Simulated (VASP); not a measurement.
A run of VASP 6.6.1 is set up as follows.

Contents of INCAR:

```
PREC = Accurate
ENCUT = 600
EDIFF = 1E-7
ISMEAR = 0
SIGMA = 0.1
LREAL = F
LASPH = T
NELM = 100
ALGO = Fast
ISIF = 3
LWAVE = F
LCHARG = F
GGA = PE
IBRION = 2
NSW = 90
EDIFFG = -0.04
```

Contents of KPOINTS:

```
Automatic mesh
0
Gamma
  6 6 4
```

POSCAR

```
SiMo3
1.0
    3.6000872354      0.0000000000      0.0000000000
    0.0000000000      3.6000872354      0.0000000000
    0.0000000000      0.0000000000      5.2542520173
Si Mo
1 3
Direct
    0.0000000000      0.0000000000      0.5000000000
    0.0000000000      0.0000000000      0.0000000000
    0.5000000000      0.5000000000      0.5000000000
    0.5000000000      0.5000000000      0.0000000000
```

Potentials or basis: VASP PAW PBE potentials, release 64 (Si, Mo_sv).

Command:

```sh
$ cat potpaw_PBE.64/Si/POTCAR potpaw_PBE.64/Mo_sv/POTCAR > POTCAR
$ mpirun -np 1 vasp_std > vasp.out
```

**Question.** Estimate the space group after relaxing (to 0.05 Å).

**Answer.** P4/mmm (No. 123).

**Question.** Estimate the band gap on the k mesh.

**Answer.** Zero (band 23 reaches 11.08 eV, above the bottom of band 24 at 9.83 eV).

**Question.** Predict the relaxed cell.

**Answer.** a = 3.589 Å, b = 3.589 Å, c = 5.275 Å, α = 90.00°, β = 90.00°, γ = 90.00°.

**Question.** Predict the relaxed volume.

**Answer.** 16.99 Å³/atom.

The path:
```
step  energy change (eV)  largest force (eV/Å)  pressure (GPa)  volume (Å³)
   1              0.0000                0.0000           -0.21        68.10
   2             -0.0017                0.0000            0.49        67.88
   3             -0.0021                0.0000            0.28        67.94
```
